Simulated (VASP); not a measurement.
Here is a VASP 6.6.1 calculation.

The input INCAR:

```
SYSTEM = SiMo3
PREC = Accurate ; ENCUT = 520
EDIFF = 1E-7 ; ISMEAR = 0
SIGMA = 0.15 ; LREAL = .False.
LASPH = .True. ; NELM = 80
ALGO = Fast ; ISIF = 2
LWAVE = .False. ; LCHARG = .False.
GGA = PE ; NBANDS = 56
```

The input KPOINTS:

```
regular mesh
0
Gamma
  8 8 8
  0 0 0
```

File POSCAR:

```
SiMo3
1.0
    4.9064535172      0.0000000000      0.0000000000
    0.0000000000      4.9064535172      0.0000000000
    0.0000000000      0.0000000000      4.9064535172
Si Mo
2 6
Direct
    0.0000000000      0.0000000000      0.0000000000
    0.5000000000      0.5000000000      0.5000000000
    0.2805719802      0.0000000000      0.5000000000
    0.5000000000      0.7194280198      0.0000000000
    0.7194280198      0.0000000000      0.5000000000
    0.5000000000      0.2805719802      0.0000000000
    0.0000000000      0.5000000000      0.8111439605
    0.0000000000      0.5000000000      0.1888560395
```

Potentials or basis: VASP PAW PBE potentials, release 64 (Si, Mo_sv).

Run with:

```sh
$ cat potpaw_PBE.64/Si/POTCAR potpaw_PBE.64/Mo_sv/POTCAR > POTCAR
$ mpirun -np 1 vasp_std > vasp.out
```

Estimate the band gap on the k mesh.

zero (band 46 reaches 13.34 eV, above the bottom of band 47 at 11.81 eV).

Estimate the largest force.

18.341 eV/Å.

Forces on the atoms (eV/Å):
```
Si    0.000   0.000   0.000
Si    0.000   0.000   0.000
Mo   -4.882   0.000   0.000
Mo    0.000   5.692   0.000
Mo    4.882   0.000   0.000
Mo    0.000  -5.692   0.000
Mo    0.000   0.000 -18.341
Mo    0.000   0.000  18.341
```

Caveat: the cell differs from its parent crystal (mode 17 (280.1 1/cm) frozen in, largest displacement -0.300 Å); forces of over 1 eV/Å act on the atoms, so gaps and moduli don't describe the material at rest.
